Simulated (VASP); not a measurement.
## Ge: electric field gradients with PBE

Crystal: Ge.

```
Ge
1.0
     0.00000    2.80978    2.80978
     2.80978    0.00000    2.80978
     2.80978    2.80978    0.00000
Ge
2
Direct
  0.50000 0.50000 0.50000
  0.75000 0.75000 0.75000
```

This cell differs from its parent crystal: volume scaled by 0.98.

* Program: VASP 6.6.1
* Task: electric field gradients
* Functional: PBE
* Potentials or basis: VASP PAW PBE potentials, release 64 (Ge_d)
* Cutoff: 520 eV
* k mesh: 10 × 10 × 10
* Occupations: fermi-dirac, width 0.05 eV
* Spin: no spin polarisation
* Dipole correction: no
* Further INCAR settings: ALGO = Normal; EDIFF = 1e-08; NBANDS = 21

```json
{
  "Pressure": "5.2 GPa",
  "Band gap on the k mesh": "0.22 eV, direct"
}
```

Levels at points of the mesh, in eV from the valence-band top:
| k point | band 11 | band 12 | band 13 | band 14 | band 15 | band 16 | band 17 | band 18 |
| --- | --- | --- | --- | --- | --- | --- | --- | --- |
| (0.00, 0.00, 0.00) | -12.93 | 0.00 | 0.00 | 0.00 | 0.22 | 2.56 | 2.56 | 2.56 |
| (0.50, 0.00, 0.00) | -10.79 | -7.69 | -1.44 | -1.44 | 0.25 | 3.76 | 3.76 | 7.14 |
| (0.50, 0.50, 0.00) | -8.96 | -8.96 | -3.15 | -3.15 | 0.73 | 0.73 | 9.69 | 9.69 |

Wall time 20 s on 1 thread of Intel(R) Xeon(R) 6975P-C (Granite Rapids), with other jobs on the host, peak memory 0.18 GiB.

Caveat: without QUAD_EFG the Cq values of the log hold for a quadrupole moment of 1 mb, not for the nuclei. A k mesh can miss the band edges.
